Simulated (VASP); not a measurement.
HfN: single point with r2SCAN

HfN:

```
CELL_PARAMETERS angstrom
3.20719 0.00000 0.00000
-1.60359 2.77751 0.00000
0.00000 0.00000 5.38320
ATOMIC_POSITIONS crystal
Hf 0.66667 0.33333 0.75000
Hf 0.33333 0.66667 0.25000
N 0.00000 0.00000 0.00000
N 0.00000 0.00000 0.50000
```

This cell differs from its parent crystal: biaxial strain in the a-b plane: +2.0 %, then relaxed in part.

| Property | Result |
| --- | --- |
| Program | VASP 6.6.1 |
| Task | single point |
| Functional | r2SCAN |
| Potentials or basis | VASP PAW PBE potentials, release 64 (Hf_pv, N) |
| Cutoff | 520 eV |
| k mesh | 18 × 18 × 10 |
| Occupations | gaussian, width 0.1 eV |
| Spin | no spin polarisation |

```json
{
 "Pressure": "-10.7 GPa",
 "Band gap on the k mesh": "zero (band 15 reaches 9.64 eV, above the bottom of band 16 at 7.17 eV)"
}
```

Stress tensor (GPa, compression positive):
```
-14.95   0.00   0.00
  0.00 -14.95   0.00
  0.00   0.00  -2.27
```

Levels at points of the mesh, in eV from the Fermi level:
| k point | band 11 | band 12 | band 13 | band 14 | band 15 | band 16 | band 17 | band 18 | band 19 | band 20 |
| --- | --- | --- | --- | --- | --- | --- | --- | --- | --- | --- |
| (0.00, 0.00, 0.00) | -5.10 | -3.93 | -3.93 | -1.77 | -0.15 | 0.73 | 0.82 | 0.82 | 1.72 | 1.72 |
| (0.50, 0.00, 0.00) | -6.02 | -5.74 | -3.70 | -2.85 | -2.46 | 2.53 | 2.71 | 4.12 | 4.65 | 5.44 |
| (0.00, 0.00, 0.50) | -4.73 | -4.73 | -4.73 | -4.73 | 1.98 | 1.98 | 2.75 | 2.75 | 3.02 | 3.02 |
| (0.50, 0.00, 0.50) | -5.49 | -5.49 | -4.80 | -4.80 | -0.38 | -0.38 | 4.46 | 4.46 | 4.52 | 4.52 |

It took 4.7 min on 1 thread of Intel(R) Xeon(R) 6975P-C (Granite Rapids), on a shared host, peak memory 0.33 GiB.

Caveat: the cell differs from its parent crystal (biaxial strain in the a-b plane: +2.0 %, then relaxed in part); the PAW data sets were made with another functional, which shifts forces and pressure a little; spin-orbit coupling is left out, which moves the levels of the heavy elements.
